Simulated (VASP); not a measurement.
A run of VASP 6.6.1 is set up as follows.

The input INCAR:

```
SYSTEM = PrH2Ir
PREC = Accurate
ENCUT = 500
EDIFF = 1E-7
ISMEAR = 0
SIGMA = 0.1
LREAL = .FALSE.
LASPH = .TRUE.
NELM = 200
ALGO = Normal
ISIF = 3
LWAVE = .FALSE.
LCHARG = .FALSE.
ISPIN = 2
MAGMOM = 0 0 0 1.01
LORBIT = 11
LMAXMIX = 6
GGA = PE
IBRION = 2
NSW = 100
EDIFFG = -0.01
GGA_COMPAT = .FALSE.
NELMIN = 4
```

File KPOINTS:

```
regular mesh
0
G
  12 12 8
  0 0 0
```

The input POSCAR:

```
PrH2Ir
1.0
    3.7940111530      0.0000000000      0.0000000000
   -1.8970055765      3.2857100407      0.0000000000
    0.0000000000      0.0000000000      5.6895941080
Pr H Ir
1 2 1
Direct
    0.0000000000      0.0000000000      0.5000000000
    0.3333333333      0.6666666667      0.5000000000
    0.6666666667      0.3333333333      0.5000000000
    0.0000000000      0.0000000000      0.0000000000
```

Potentials or basis: VASP PAW PBE potentials, release 64 (Pr_3, H, Ir), 4f in core.

Launch:

```sh
$ cat potpaw_PBE.64/Pr_3/POTCAR potpaw_PBE.64/H/POTCAR potpaw_PBE.64/Ir/POTCAR > POTCAR
$ mpirun -np 1 vasp_std > vasp.out
```

Q: Predict the relaxed volume.

A: 17.94 Å³/atom.

Q: Estimate the relaxed cell.

A: a = 3.823 Å, b = 3.823 Å, c = 5.671 Å, α = 90.00°, β = 90.00°, γ = 120.00°.

Final structure:
```
CELL_PARAMETERS angstrom
3.82253 0.00000 0.00000
-1.91126 3.31041 0.00000
0.00000 0.00000 5.67088
ATOMIC_POSITIONS crystal
Pr 0.00000 0.00000 0.50000
H 0.33333 0.66667 0.50000
H 0.66667 0.33333 0.50000
Ir 0.00000 0.00000 0.00000
```

Caveat: the magnetic or orbital state may not be the lowest.
